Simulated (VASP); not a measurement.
Ca, 1 atom in the cell. Symmetry: Fm-3m, No. 225, cubic system. Conventional cell: a = 5.471 Å, b = 5.471 Å, c = 5.471 Å, α = 90.00°, β = 90.00°, γ = 90.00°. Ca (site symmetry m-3m) has 12 Ca at 3.87 Å within 5.1 Å. 

- Program: VASP 6.6.1
- Task: single point
- Functional: PBEsol
- Potentials or basis: VASP PAW PBE potentials, release 64 (Ca_sv)
- Cutoff: 520 eV
- k mesh: 7 × 7 × 7
- Occupations: methfessel-paxton, width 0.05 eV
- Spin: no spin polarisation
- Dipole correction: no
- Further INCAR settings: ALGO = Normal; EDIFF = 1e-06; NBANDS = 11

Potentials or basis: VASP PAW PBE potentials, release 64 (Ca_sv).

Command:

```console
$ cat potpaw_PBE.64/Ca_sv/POTCAR > POTCAR
$ mpirun -np 1 vasp_std > vasp.out
```

Hardware: 1 thread of Intel(R) Xeon(R) Platinum 8259CL CPU @ 2.50GHz (Skylake/Cascade Lake) (shared host).

How long does it take, and how much memory?

Wall time 18 s on 1 thread of Intel(R) Xeon(R) Platinum 8259CL CPU @ 2.50GHz (Skylake/Cascade Lake), on a shared host, peak memory 0.16 GiB. Counts: scf iterations 10, k points 20.
